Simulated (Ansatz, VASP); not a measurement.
# Eu: VASP beside Ansatz

```
Eu
1.0
     0.00000    3.00469    3.00469
     3.00469    0.00000    3.00469
     3.00469    3.00469    0.00000
Eu
1
Direct
  0.00000 0.00000 0.00000
```

Change from the starting cell: volume scaled by 1.25, PAW files.

Alike in both runs: task single point; functional PBE; k mesh 9 × 9 × 9; occupations fermi-dirac, width 0.08 eV; collinear spin.

|  | VASP | Ansatz |
| --- | --- | --- |
| version | VASP 6.6.1 | Ansatz 0.2.0 |
| potentials or method | VASP PAW PBE potentials, release 64 (Eu) | PAW with Ansatz's default frozen-core files, scalar-relativistic |
| plane-wave cutoff (eV) | 520 | 420 |
| valence electrons in the cell | 17 | 17 |

|  | VASP | Ansatz | Ansatz less VASP |
| --- | --- | --- | --- |
| pressure (GPa) | -2.6 | -2.3 | +0.26 |
| net moment per atom (μB) | 7.39 | 7.39 | +0.004 |
| size of the moment on the site where the two differ most (μB) | 6.71 | 7.16 | +0.446 |

Site moments also hang on the region over which each program counts them.

Spin-orbit coupling is off throughout.
